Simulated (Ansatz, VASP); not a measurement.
## Ga: VASP beside Ansatz

```xyz
4
Lattice="3.0314 0.0000 0.0000 -1.5157 2.6253 0.0000 0.0000 0.0000 9.8991" Properties=species:S:1:pos:R:3 pbc="T T T"
Ga    0.0000    0.0000    0.0000
Ga    0.0000    0.0000    4.9496
Ga    0.0000    1.7502    2.4748
Ga    1.5157    0.8751    7.4243
```

Alike in both runs: functional RPBE; k mesh 12 × 12 × 4; occupations fermi-dirac, width 0.1 eV; no spin polarisation.

Ansatz relaxed the structure, and its values are those at the end. VASP's run is a single point on that final structure, the one shown.

```csv
,VASP,Ansatz
version,VASP 6.6.1,Ansatz 0.2.0
potentials or method,"VASP PAW PBE potentials, release 64 (Ga_d), cutoff 520 eV","plane waves (420 eV) with PAW, scalar-relativistic"
valence electrons in the cell,52,52
```

```csv
,VASP,Ansatz,Ansatz less VASP
pressure (GPa),0.0,0.0,-0.04
```

VASP's potentials were made for PBE, not for RPBE.
